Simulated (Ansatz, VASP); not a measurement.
## Two plane-wave programs on Ti

The input INCAR:

```
PREC = Accurate ; ENCUT = 520
EDIFF = 1E-8 ; ISMEAR = -1
SIGMA = 0.05 ; LREAL = F
LASPH = T ; NELM = 80
ALGO = Normal ; ISIF = 2
LWAVE = F ; LCHARG = F
LEFG = T ; NBANDS = 19
```

File KPOINTS:

```
Automatic mesh
0
Gamma
  13 13 7
```

File POSCAR:

```
Ti
1.0
    2.9838672312      0.0000000000      0.0000000000
   -1.4919336156      2.5841048237      0.0000000000
    0.0000000000      0.0000000000      4.7169492834
Ti
2
Direct
    0.3333333333      0.6666666667      0.2500000000
    0.6666666667      0.3333333333      0.7500000000
```

Input for Ansatz:

```yaml
crystal:
  lattice:
    - [2.9838672312, 0.0, 0.0]
    - [-1.4919336156, 2.5841048237, 0.0]
    - [0.0, 0.0, 4.7169492834]
  atoms:
    - { symbol: Ti, position: [0.3333333333, 0.6666666667, 0.25] }
    - { symbol: Ti, position: [0.6666666667, 0.3333333333, 0.75] }
kpoints:
  mp_grid: { grid: [13, 13, 7] }
scf:
  occupations: { method: fermi_dirac, width: 0.05 }
hamiltonian:
  xc: lda
  pseudopotentials: { kind: paw }
output:
  forces: true
  stress: true
  eigenvalues: true
  efg: { contact_densities: true }
```

Change from the starting cell: volume scaled by 1.05, PAW files.

Alike in both runs: task electric field gradients; functional LDA; k mesh 13 × 13 × 7; occupations fermi-dirac, width 0.05 eV; no spin polarisation.

|  | VASP | Ansatz |
| --- | --- | --- |
| version | VASP 6.6.1 | Ansatz 0.2.0 |
| potentials or method | VASP PAW LDA potentials, release 64 (Ti_sv) | PAW with Ansatz's default frozen-core files, scalar-relativistic |
| plane-wave cutoff (eV) | 520 | 420 |
| valence electrons in the cell | 24 | 24 |

Ansatz gave:

```
pressure (GPa)                                                : -12.4
traceless stress, the component that is largest in VASP (GPa) : -0.12
size of Vzz on the site where it differs most (V/Å²)          : 18.3
```

Question: What did VASP give for the same quantities?

Answer: Pressure (GPa): -12.4; traceless stress, the component that is largest in VASP (GPa): -0.11; size of Vzz on the site where it differs most (V/Å²): 16.8.

LDA's correlation is that of Perdew and Zunger in VASP and of Perdew and Wang (1992) in Ansatz.
